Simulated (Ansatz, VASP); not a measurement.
# Two plane-wave programs on BN

```
B N
1.0
     2.55394    0.00000    0.00000
    -1.27697    2.21178    0.00000
     0.00000    0.00000    4.22685
B N
2 2
Cartesian
  1.2770 0.7373 4.2257
  0.0000 1.4745 2.1123
  1.2770 0.7373 2.6430
  0.0000 1.4745 0.5295
```

Alike in both runs: task single point; functional PBE; k mesh 12 × 12 × 8; occupations gaussian, width 0.05 eV; no spin polarisation.

|  | VASP | Ansatz |
| --- | --- | --- |
| version | VASP 6.6.1 | Ansatz 0.2.0 |
| potentials or method | VASP PAW PBE potentials, release 64 (B, N), cutoff 520 eV | scalar-relativistic, plane waves, PAW |
| valence electrons in the cell | 16 | 16 |

```tsv
	VASP	Ansatz	Ansatz less VASP
gap on the k mesh at the Fermi level (eV)	5.20	5.21	+0.017
pressure (GPa)	0.2	0.0	-0.23
traceless stress, the component that is largest in VASP (GPa)	-0.52	-0.48	+0.039
rms of the force components (eV/Å)	0.008	0.009	+0.0012
```

Atom by atom the forces differ by 0.001 eV/Å (rms over components).
